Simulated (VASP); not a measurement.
A run of VASP 6.6.1 is set up as follows.

INCAR

```
PREC     = Accurate       # precision mode
ENCUT    = 500            # plane-wave cutoff, eV
EDIFF    = 1E-6           # SCF threshold, eV
ISMEAR   = 0              # smearing method
SIGMA    = 0.02           # smearing width, eV
LREAL    = False          # projectors in reciprocal space
LASPH    = True           # aspherical terms in the spheres
NELM     = 120            # most SCF steps
ALGO     = Normal         # electronic algorithm
ISIF     = 2              # what is computed and relaxed
LWAVE    = False          # write WAVECAR
LCHARG   = True           # write CHGCAR
GGA      = PE             # functional
LELF     = True           # ELF
LVHAR    = True         
NBANDS   = 50             # bands
GGA_COMPAT= False
```

KPOINTS

```
Automatic mesh
0
Gamma
  4 8 6
```

File POSCAR:

```
GeS
1.0
   10.7740382960      0.0000000000      0.0000000000
    0.0000000000      3.6678437518      0.0000000000
    0.0000000000      0.0000000000      4.4512819952
Ge S
4 4
Direct
    0.1257789690      0.2500000000      0.6348514297
    0.8742210310      0.7500000000      0.3651485703
    0.3742210310      0.7500000000      0.1348514297
    0.6257789690      0.2500000000      0.8651485703
    0.8471019409      0.2500000000      0.0028091294
    0.1528980591      0.7500000000      0.9971908706
    0.6528980591      0.7500000000      0.5028091294
    0.3471019409      0.2500000000      0.4971908706
```

Potentials or basis: VASP PAW PBE potentials, release 64 (Ge_d, S).

Launch:

```bash
$ cat potpaw_PBE.64/Ge_d/POTCAR potpaw_PBE.64/S/POTCAR > POTCAR
$ mpirun -np 1 vasp_std > vasp.out
```

(1) Estimate the pressure.

(2) What does it give for the largest force?

Results:

(1) -0.1 GPa.

(2) 0.006 eV/Å.
